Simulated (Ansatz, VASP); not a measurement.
## BiTe: VASP beside Ansatz

```
Bi Te
1.0
     0.00000    3.15366    3.15366
     3.15366    0.00000    3.15366
     3.15366    3.15366    0.00000
Bi Te
1 1
Cartesian
  0.0000 0.0000 0.0000
  3.1537 3.1537 3.1537
```

Change from the starting cell: strain -0.030 along x and y, -0.030 along z, atoms carried along.

Alike in both runs: task single point; functional PBE; k mesh 16 × 16 × 16; occupations gaussian, width 0.15 eV; no spin polarisation.

|  | VASP | Ansatz |
| --- | --- | --- |
| version | VASP 6.6.1 | Ansatz 0.2.0 |
| potentials or method | VASP PAW PBE potentials, release 64 (Bi_d, Te), cutoff 520 eV | scalar-relativistic, plane waves, PAW |
| valence electrons in the cell | 21 | 31 |

|  | VASP | Ansatz | Ansatz less VASP |
| --- | --- | --- | --- |
| gap on the k mesh at the Fermi level (eV) | none | none | - |
| pressure (GPa) | 5.3 | 5.3 | +0.05 |

A gap of «none» marks a metal or a gap that the smearing closes. VASP's potentials hold 21 valence electrons a cell and Ansatz's 31, so a difference there can come from the potentials and not from the codes.

Neither program's run includes spin-orbit coupling.
